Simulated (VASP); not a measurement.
Here is a VASP 6.6.1 calculation.

INCAR

```
PREC     = Accurate       # precision mode
ENCUT    = 520            # plane-wave cutoff, eV
EDIFF    = 1E-7           # SCF threshold, eV
ISMEAR   = -1             # smearing method
SIGMA    = 0.1            # smearing width, eV
LREAL    = F              # projectors in reciprocal space
LASPH    = T              # aspherical terms in the spheres
NELM     = 100            # most SCF steps
ALGO     = Normal         # electronic algorithm
ISIF     = 2              # what is computed and relaxed
LWAVE    = F              # write WAVECAR
LCHARG   = F              # write CHGCAR
GGA      = PS             # functional
NBANDS   = 16             # bands
```

File KPOINTS:

```
regular mesh
0
Gamma
  12 12 12
```

The input POSCAR:

```
AlRu
1.0
    2.9916000000      0.0000000000      0.0000000000
    0.0000000000      2.9916000000      0.0000000000
    0.0000000000      0.0000000000      3.0364740000
Al Ru
1 1
Direct
    0.0000000000      0.0000000000      0.0000000000
    0.5000000000      0.5000000000      0.5000000000
```

Potentials or basis: VASP PAW PBE potentials, release 64 (Al, Ru_pv).

The run is started by

```console
$ cat potpaw_PBE.64/Al/POTCAR potpaw_PBE.64/Ru_pv/POTCAR > POTCAR
$ mpirun -np 1 vasp_std > vasp.out
```

Q: Estimate the pressure.

A: -6.1 GPa.

Stress tensor (GPa, compression positive):
```
-5.24  0.00  0.00
 0.00 -5.24  0.00
 0.00  0.00 -7.75
```

Caveat: the PAW data sets were made with another functional, which shifts forces and pressure a little.
